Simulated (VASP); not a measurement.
# Ta (Im-3m) in VASP: notebook

The runs below take Ta through single point, with r2SCAN.

All numbers are computed with VASP 6.6.1; they aren't measurements. Logs are shortened: lines on timing, memory, paths and dates and some standing lists are left out, and cuts for length are marked.

### Step 1. The cell of the first run

The structure is cubic, space group Im-3m (No. 229). The conventional cell has a = 3.307 Å, b = 3.307 Å, c = 3.307 Å, α = 90.00°, β = 90.00°, γ = 90.00°. Ta (site symmetry m-3m) has 14 Ta at 2.86 to 3.31 Å within 3.8 Å.

### Step 2. Single point, r2SCAN

The input, POSCAR:

```
Ta
1.0
   -1.6533592486      1.6533592486      1.6533592486
    1.6533592486     -1.6533592486      1.6533592486
    1.6533592486      1.6533592486     -1.6533592486
Ta
1
Direct
    0.0000000000      0.0000000000      0.0000000000
```

The input, INCAR.step1:

```
  PREC = Accurate
  ENCUT = 520
  ISMEAR = -1
  SIGMA = 0.1
  LREAL = False
  LASPH = True
  NELM = 100
  NBANDS = 12
  GGA = PE
  ALGO = Normal
  EDIFF = 1E-4
  LWAVE = True
  LCHARG = False
```

The input, INCAR.step2:

```
  PREC = Accurate
  ENCUT = 520
  EDIFF = 1E-7
  ISMEAR = -1
  SIGMA = 0.1
  LREAL = False
  LASPH = True
  NELM = 100
  ALGO = Normal
  ISIF = 2
  LWAVE = False
  LCHARG = True
  METAGGA = R2SCAN
  LMIXTAU = True
  LELF = True
  LVHAR = True
  NBANDS = 12
  ISTART = 1
```

The input, KPOINTS:

```
Automatic mesh
0
Gamma
  7 7 7
```

Potentials or basis: VASP PAW PBE potentials, release 64 (Ta_pv).

Started as:

```sh
> cat potpaw_PBE.64/Ta_pv/POTCAR > POTCAR
> cp INCAR.step1 INCAR
> mpirun -np 1 vasp_std > vasp.out
> cp INCAR.step2 INCAR
> mpirun -np 1 vasp_std > vasp.out
```

OUTCAR:

```text
PREC = Accurate
   ENCUT = 520
   EDIFF = 1E-7
   ISMEAR = -1
   LREAL = False
   LASPH = True
   NELM = 100
   ISIF = 2
   METAGGA = R2SCAN
   ISTART = 1

 ion  position               nearest neighbor table
   1  0.000  0.000  0.000-

  LATTYP: Found a body centered cubic cell.
 ALAT       =     3.3067184972

  Lattice vectors:

 A1 = (  -1.6533592486,   1.6533592486,   1.6533592486)
 A2 = (   1.6533592486,  -1.6533592486,   1.6533592486)
 A3 = (   1.6533592486,   1.6533592486,  -1.6533592486)

Analysis of symmetry for initial positions (statically):
=====================================================================
 Subroutine PRICEL returns:
 Original cell was already a primitive cell.

 Routine SETGRP: Setting up the symmetry group for a
 body centered cubic supercell.

 Subroutine GETGRP returns: Found 48 space group operations
 (whereof 48 operations were pure point group operations)
 out of a pool of 48 trial point group operations.

The static configuration has the point symmetry O_h .

Analysis of symmetry for dynamics (positions and initial velocities):
=====================================================================
 Subroutine PRICEL returns:
 Original cell was already a primitive cell.

 Routine SETGRP: Setting up the symmetry group for a
 body centered cubic supercell.

 Subroutine GETGRP returns: Found 48 space group operations
 (whereof 48 operations were pure point group operations)
 out of a pool of 48 trial point group operations.

The dynamic configuration has the point symmetry O_h .

 Subroutine INISYM returns: Found 48 space group operations
 (whereof 48 operations are pure point group operations),
 and found     1 'primitive' translations

----------------------------------------------------------------------------------------

                                     Primitive cell

  volume of cell :      18.0785

  direct lattice vectors                    reciprocal lattice vectors
    -1.653359249  1.653359249  1.653359249     0.000000000  0.302414615  0.302414615
     1.653359249 -1.653359249  1.653359249     0.302414615  0.000000000  0.302414615
     1.653359249  1.653359249 -1.653359249     0.302414615  0.302414615  0.000000000

  length of vectors
     2.863702222  2.863702222  2.863702222     0.427678849  0.427678849  0.427678849

  position of ions in fractional coordinates (direct lattice)
[... 77 lines left out ...]
   NFREE  =      0    steps in history (QN), initial steepest desc. (CG)
   ISIF   =      2    stress and relaxation
   ISYM   =      2    0-nonsym 1-usesym 2-fastsym
   POTIM  = 0.5000    time-step for ionic-motion
   TEBEG  =    0.0;   TEEND  =   0.0 temperature during run
   PSTRESS=    0.0 pullay stress
   NELECT =      11.0000    total number of electrons
   NUPDOWN=      -1.0000    fix difference up-down
   EMIN   =  10.00;   EMAX   =-10.00  energy-range for DOS
   EFERMI =   0.00;   METHOD = LEGACY
   ISMEAR =    -1;   SIGMA  =   0.10  broadening in eV -4-tet -1-fermi 0-gaus
   EFERMI_NEDOS =   21; number of points for ismear=-14 and -15
   IALGO  =     38    algorithm
   IMIX   =      4    mixing-type and parameters
     AMIX     =   0.40;   BMIX     =  1.00
     AMIX_MAG =   1.60;   BMIX_MAG =  1.00
  volume/ion in A,a.u.               =      18.08       122.00
  Fermi-wavevector in a.u.,A,eV,Ry     =   1.387241  2.621505 26.183553  1.924437
  Thomas-Fermi vector in A             =   2.511481
   LORBIT       =      0    0 simple, 1 ext, 2 COOP (PROOUT), +10 PAW based schemes
   METAGGA = R2SCAN    functional components
   LHFCALC =     F    Hartree Fock is set to
   AEXX    =    0.0000 exact exchange contribution
   IVDW    =     0    specifies the selected vdW correction
   LEPSILON=     F    determine dielectric tensor
   LRPA    =     F    only Hartree local field effects (RPA)
 non-spin polarized calculation
  energy-cutoff  :      520.00
  volume of cell :       18.08
 maximum number of plane-waves:       498
 NGX is ok and might be reduce to    24
   NGX = 11   NGY = 11   NGZ = 11

 number of electron      11.0000002 magnetization

 Free energy of the ion-electron system (eV)
  ---------------------------------------------------
  ext. energy  EPLUGINS =         0.00000000
  ---------------------------------------------------
  free energy    TOTEN  =       -48.62369876 eV

  energy without entropy =      -48.59292103  energy(sigma->0) =      -48.60830990

 E-fermi :   5.1950     XC(G=0): -13.7521

 val. band max:        5.1236763990   @ k =   0.2857   0.0000   0.0000
 cond. band min:       5.3657188742   @ k =  -0.2857   0.2857   0.1429
 fundamental gap:      0.2420424752
 Fermi energy:         5.1950167257

 k-point     1 :       0.0000    0.0000    0.0000
  band No.  band energies     occupation
      1     -28.9560      2.00000
      2     -28.9560      2.00000
      3     -28.9559      2.00000
      4      -3.0201      2.00000
      5       6.1346      0.00017
      6       6.1346      0.00017
      7       6.1346      0.00017
      8       9.6007      0.00000
      9       9.6007      0.00000
     10      17.3592      0.00000
     11      21.0559      0.00000
     12      21.0559      0.00000
[... 271 lines left out ...]
 k-point    20 :      -0.4286    0.4286    0.4286
  band No.  band energies     occupation
      1     -29.8020      2.00000
      2     -29.7571      2.00000
      3     -29.7571      2.00000
      4       1.6238      2.00000
      5       1.7012      2.00000
      6      10.5102      0.00000
      7      10.5102      0.00000
      8      11.9084      0.00000
      9      12.9743      0.00000
     10      16.6566      0.00000
     11      16.6566      0.00000
     12      17.3569      0.00000

------------------------ aborting loop because EDIFF is reached ----------------------------------------

  FORCE on cell =-STRESS in cart. coord.  units (eV):
  Direction    XX          YY          ZZ          XY          YZ          ZX
  --------------------------------------------------------------------------------------
  -------------------------------------------------------------------------------------
  Total        0.0369164      0.0369164      0.0369164     -0.0000000      0.0000000     -0.0000000
  in kB        3.2716595      3.2716595      3.2716595     -0.0000000      0.0000000     -0.0000000
  external PRESSURE =       3.2716595 kB  Pullay stress =       0.0000000 kB

 VOLUME and BASIS-vectors are now :
 -----------------------------------------------------------------------------
  energy-cutoff  :      520.00
  volume of cell :       18.08
      direct lattice vectors                 reciprocal lattice vectors
    -1.653359249  1.653359249  1.653359249     0.000000000  0.302414615  0.302414615
     1.653359249 -1.653359249  1.653359249     0.302414615  0.000000000  0.302414615
     1.653359249  1.653359249 -1.653359249     0.302414615  0.302414615  0.000000000

 POSITION                                       TOTAL-FORCE (eV/Angst)
 -----------------------------------------------------------------------------------
      0.00000      0.00000      0.00000        -0.000000      0.000000     -0.000000
 -----------------------------------------------------------------------------------
    total drift:                                0.000000      0.000000     -0.000000

  FREE ENERGIE OF THE ION-ELECTRON SYSTEM (eV)
  ---------------------------------------------------
  free  energy   TOTEN  =       -48.6236987577 eV

  energy  without entropy=      -48.5929210326  energy(sigma->0) =      -48.60830990
```

OUTCAR.step1:

```text
PREC = Accurate
   ENCUT = 520
   ISMEAR = -1
   LREAL = False
   LASPH = True
   NELM = 100
[... 508 lines left out ...]
 POSITION                                       TOTAL-FORCE (eV/Angst)
 -----------------------------------------------------------------------------------
      0.00000      0.00000      0.00000         0.000000      0.000000      0.000000
 -----------------------------------------------------------------------------------
    total drift:                                0.000000      0.000000      0.000000

  FREE ENERGIE OF THE ION-ELECTRON SYSTEM (eV)
  ---------------------------------------------------
  free  energy   TOTEN  =       -11.8533321999 eV

  energy  without entropy=      -11.8169172454  energy(sigma->0) =      -11.83512472
```

OSZICAR.step1:

```text
N       E                     dE             d eps       ncg     rms          rms(c)
DAV:   1     0.630369640782E+02    0.63037E+02   -0.58682E+03   480   0.872E+02
DAV:   2    -0.113357368462E+02   -0.74373E+02   -0.72725E+02   536   0.247E+02
DAV:   3    -0.123203423051E+02   -0.98461E+00   -0.96513E+00   560   0.273E+01
DAV:   4    -0.123227344358E+02   -0.23921E-02   -0.23919E-02   556   0.152E+00
DAV:   5    -0.123227425666E+02   -0.81308E-05   -0.81308E-05   544   0.851E-02    0.134E+01
DAV:   6    -0.119669903766E+02    0.35575E+00   -0.28904E-01   564   0.577E+00    0.650E+00
DAV:   7    -0.118546121781E+02    0.11238E+00   -0.25743E-01   540   0.515E+00    0.359E-01
DAV:   8    -0.118533367799E+02    0.12754E-02   -0.46476E-03   548   0.630E-01    0.128E-01
DAV:   9    -0.118533321999E+02    0.45800E-05   -0.10876E-04   404   0.104E-01
   1 F= -.11853332E+02 E0= -.11835125E+02  d E =-.364150E-01
```

Wall time 30 s (1 thread of Intel Xeon Platinum 8488C (Sapphire Rapids), shared host); peak memory 0.14 GiB.

What came out:

```
Free energy : -48.6237 eV
Pressure    : 0.3 GPa
```

Caveat: the k points lie up to 0.38 Å⁻¹ apart; the PAW data sets were made with another functional, which shifts forces and pressure a little; spin-orbit coupling is left out, which moves the levels of the heavy elements.

### Step 3. Single point, r2SCAN

The input, POSCAR:

```
Ta
1.0
   -1.6533592789      1.6533592789      1.6533592789
    1.6533592789     -1.6533592789      1.6533592789
    1.6533592789      1.6533592789     -1.6533592789
Ta
1
Direct
    0.0000000000      0.0000000000      0.0000000000
```

The input, INCAR.step1:

```
ALGO = Normal ; EDIFF = 1E-4
ENCUT = 520 ; GGA = PE
ISMEAR = -1 ; LASPH = T
LCHARG = F ; LREAL = F
LWAVE = T ; NBANDS = 12
NELM = 60 ; PREC = Accurate
SIGMA = 0.1
```

The input, INCAR.step2:

```
ALGO = Normal ; EDIFF = 1E-7
ENCUT = 520 ; ISIF = 2
ISMEAR = -1 ; ISTART = 1
LASPH = T ; LCHARG = F
LMIXTAU = T ; LREAL = F
LWAVE = F ; METAGGA = R2SCAN
NBANDS = 12 ; NELM = 60
PREC = Accurate ; SIGMA = 0.1
```

The input, KPOINTS:

```
k-points
0
Gamma
  2 2 2
```

Potentials or basis: VASP PAW PBE potentials, release 64 (Ta_pv).

Started as:

```sh
> cat potpaw_PBE.64/Ta_pv/POTCAR > POTCAR
> cp INCAR.step1 INCAR
> mpirun -np 1 vasp_std > vasp.out
> cp INCAR.step2 INCAR
> mpirun -np 1 vasp_std > vasp.out
```

Run time: 17 s. Hardware: 1 thread of Intel Xeon 8259CL, shared host; peak memory 0.14 GiB.

Results (log left out):

```
Free energy : -49.4756 eV
Pressure    : -27.4 GPa
```

Levels at points of the mesh, in eV from the Fermi level:
| k point | band 3 | band 4 | band 5 | band 6 | band 7 | band 8 |
| --- | --- | --- | --- | --- | --- | --- |
| (0.00, 0.00, 0.00) | -35.34 | -9.75 | -0.60 | -0.60 | -0.60 | 3.17 |
| (0.50, 0.00, 0.00) | -35.35 | -5.95 | -3.01 | 0.07 | 2.95 | 4.08 |
| (0.50, 0.50, 0.50) | -36.22 | -5.18 | -5.18 | 5.81 | 5.81 | 5.81 |

Caveat: the k points lie up to 1.34 Å⁻¹ apart; the PAW data sets were made with another functional, which shifts forces and pressure a little; spin-orbit coupling is left out, which moves the levels of the heavy elements.
